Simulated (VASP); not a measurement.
Ta4Al5N9, 18 atoms in the cell. The cell holds a disordered packing, 18 atoms: a = 5.705 Å, b = 6.301 Å, c = 5.766 Å, α = 87.31°, β = 90.43°, γ = 91.07°. 

- Program: VASP 6.6.1
- Task: single point
- Functional: PBE
- Potentials or basis: VASP PAW PBE potentials, release 64 (Al, N, Ta_pv)
- Cutoff: 520 eV
- k mesh: 1 × 1 × 1, shifted
- Occupations: fermi-dirac, width 0.3447 eV
- Spin: no spin polarisation
- Dipole correction: no
- Further INCAR settings: LREAL = Auto; ALGO = Normal; EDIFF = 1e-07; NBANDS = 67; ISYM = 0

Potentials or basis: VASP PAW PBE potentials, release 64 (Al, N, Ta_pv).

Launch:

```sh
$ cat potpaw_PBE.64/Al/POTCAR potpaw_PBE.64/N/POTCAR potpaw_PBE.64/Ta_pv/POTCAR > POTCAR
$ mpirun -np 1 vasp_std > vasp.out
```

Hardware: 1 thread of Intel(R) Xeon(R) Platinum 8488C (Sapphire Rapids), with other jobs on the host.

**Question.** How long does it take, and how much memory?

**Answer.** Wall time 54 s on 1 thread of Intel(R) Xeon(R) Platinum 8488C (Sapphire Rapids) (shared host), peak memory 0.29 GiB. Counts: scf iterations 19, k points 1.
